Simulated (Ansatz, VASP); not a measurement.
**Two plane-wave programs on Ag**

```
CELL_PARAMETERS angstrom
0.00000 3.08750 3.08750
3.08750 0.00000 3.08750
3.08750 3.08750 0.00000
ATOMIC_POSITIONS crystal
Ag 0.00000 0.00000 0.00000
Ag 0.25000 0.25000 0.25000
```

Change from the starting cell: volume scaled by 0.98, PAW files.

Alike in both runs: task electric field gradients; functional PBE; k mesh 11 × 11 × 11; occupations fermi-dirac, width 0.05 eV; no spin polarisation.

|  | VASP | Ansatz |
| --- | --- | --- |
| version | VASP 6.6.1 | Ansatz 0.2.0 |
| potentials or method | VASP PAW PBE potentials, release 64 (Ag) | PAW with Ansatz's default frozen-core files, scalar-relativistic |
| plane-wave cutoff (eV) | 520 | 420 |
| valence electrons in the cell | 22 | 38 |

```tsv
	VASP	Ansatz	Ansatz less VASP
pressure (GPa)	0.6	0.7	+0.06
```

VASP's potentials hold 22 valence electrons a cell and Ansatz's 38, so a difference there can come from the potentials and not from the codes.
